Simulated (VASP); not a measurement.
A run of VASP 6.6.1 is set up as follows.

The input INCAR:

```
SYSTEM = KRu
ALGO = Normal
EDIFF = 1E-7
ENCUT = 520
GGA = PE
ISIF = 2
ISMEAR = 0
LASPH = .True.
LCHARG = .True.
LELF = .True.
LREAL = .False.
LVHAR = .True.
LWAVE = .False.
NBANDS = 31
NELM = 80
PREC = Accurate
SIGMA = 0.1
```

Contents of KPOINTS:

```
k-points
0
Gamma
  4 4 4
  0 0 0
```

POSCAR

```
KRu
1.0
    3.4877561343      0.0000000000      0.0000000000
    0.0000000000      3.4877561343      0.0000000000
    0.0000000000      0.0000000000     10.0843423936
K Ru
2 2
Direct
    0.0000000000      0.5000000000      0.2914714168
    0.5000000000      0.0000000000      0.7085285832
    0.0000000000      0.0000000000      0.0000000000
    0.5000000000      0.5000000000      0.0000000000
```

Potentials or basis: VASP PAW PBE potentials, release 64 (K_sv, Ru_pv).

Launch:

```bash
$ cat potpaw_PBE.64/K_sv/POTCAR potpaw_PBE.64/Ru_pv/POTCAR > POTCAR
$ mpirun -np 1 vasp_std > vasp.out
```

Problem. Estimate the largest force.

Solution. 0.003 eV/Å.

Problem. Estimate the pressure.

Solution. 0.1 GPa.

Problem. Predict the band gap on the k mesh.

Solution. Zero (bands 23 and 24 overlap by 2.32 eV).

Forces on the atoms (eV/Å):
```
K    0.000  0.000  0.003
K    0.000  0.000 -0.003
Ru   0.000  0.000  0.000
Ru   0.000  0.000  0.000
```

Caveat: the k points lie up to 0.45 Å⁻¹ apart, too coarse for converged energies and pressures of a metal.
